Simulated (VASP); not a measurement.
Here is a VASP 6.6.1 calculation.

File INCAR:

```
SYSTEM = LiH
ALGO = Normal
EDIFF = 1E-7
EDIFFG = -0.005
ENCUT = 910
GGA = PE
GGA_COMPAT = .False.
IBRION = 2
ISIF = 3
ISMEAR = -1
LASPH = .True.
LCHARG = .False.
LREAL = .False.
LWAVE = .False.
NELM = 120
NELMIN = 4
NSW = 80
PREC = Accurate
SIGMA = 0.02
```

File KPOINTS:

```
k-points
0
Gamma
  12 12 12
  0 0 0
```

POSCAR

```
LiH
1.0
    0.0000000000      1.7091877369      1.7091877369
    1.7091877369      0.0000000000      1.7091877369
    1.7091877369      1.7091877369      0.0000000000
Li H
1 1
Direct
    0.0000000000      0.0000000000      0.0000000000
    0.2500000000      0.2500000000      0.2500000000
```

Potentials or basis: VASP PAW PBE potentials, release 64 (Li_sv, H_h).

Command:

```bash
$ cat potpaw_PBE.64/Li_sv/POTCAR potpaw_PBE.64/H_h/POTCAR > POTCAR
$ mpirun -np 1 vasp_std > vasp.out
```

Question: Estimate the band gap on the k mesh.

Answer: 4.23 eV, indirect (least direct gap 5.32 eV).

Question: What does it give for the relaxed cell?

Answer: a = 3.006 Å, b = 3.006 Å, c = 3.006 Å, α = 60.00°, β = 60.00°, γ = 60.00°.

The path:
```csv
step,energy change (eV),largest force (eV/Å),pressure (GPa),volume (Å³)
1,0.0000,0.0000,56.50,9.99
2,-0.6538,0.0000,23.75,12.75
3,-0.9666,0.0000,5.62,16.55
4,-1.0059,0.0000,1.31,18.45
5,-1.0090,0.0000,0.05,19.21
```

Caveat: the volume moved by over 15 % at a fixed basis, so the end points are rough. A hybrid or GW would open this gap; PBE tends to underestimate it.
